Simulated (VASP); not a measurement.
Write the native input for VASP 6.6.1 that does the following.

- Task: single point
- Functional: PBEsol
- Potentials or basis: VASP PAW PBE potentials, release 64 (N, Ga_d, P)
- Cutoff: 600 eV
- k mesh: 6 × 6 × 4
- Occupations: fermi-dirac, width 0.02 eV
- Spin: no spin polarisation
- Dipole correction: no
- Further INCAR settings: ALGO = Normal; EDIFF = 1e-06; NBANDS = 26

The structure of Ga2PN lies in POSCAR:

```
Ga2PN
1.0
    3.3520943031      0.0000000000      0.0000000000
    0.0000000000      3.3520943031      0.0000000000
    0.0000000000      0.0000000000      4.7326784216
N Ga P
1 2 1
Direct
    0.0000000000      0.0000000000      0.0000000000
    0.0000000000      0.0000000000      0.5000000000
    0.5000000000      0.5000000000      0.0000000000
    0.5000000000      0.5000000000      0.5000000000
```

The input as run:

INCAR

```
SYSTEM = Ga2PN
ALGO = Normal ; EDIFF = 1E-6
ENCUT = 600 ; GGA = PS
GGA_COMPAT = .False. ; ISIF = 2
ISMEAR = -1 ; LASPH = .True.
LCHARG = .True. ; LELF = .True.
LREAL = .False. ; LVHAR = .True.
LWAVE = .False. ; NBANDS = 26
NELM = 120 ; PREC = Accurate
SIGMA = 0.02
```

KPOINTS

```
k-points
0
Gamma
  6 6 4
  0 0 0
```

Potentials or basis: VASP PAW PBE potentials, release 64 (N, Ga_d, P).

Command:

```sh
$ cat potpaw_PBE.64/N/POTCAR potpaw_PBE.64/Ga_d/POTCAR potpaw_PBE.64/P/POTCAR > POTCAR
$ mpirun -np 1 vasp_std > vasp.out
```

Results of the run:

```
Pressure               : -0.6 GPa
Band gap on the k mesh : zero (bands 18 and 19 overlap by 2.98 eV)
```

Caveat: the PAW data sets were made with another functional, which shifts forces and pressure a little.

Wall time 56 s on 1 thread of AMD EPYC 7R43 64-Core Processor (Zen 3) (shared host), peak memory 0.17 GiB.
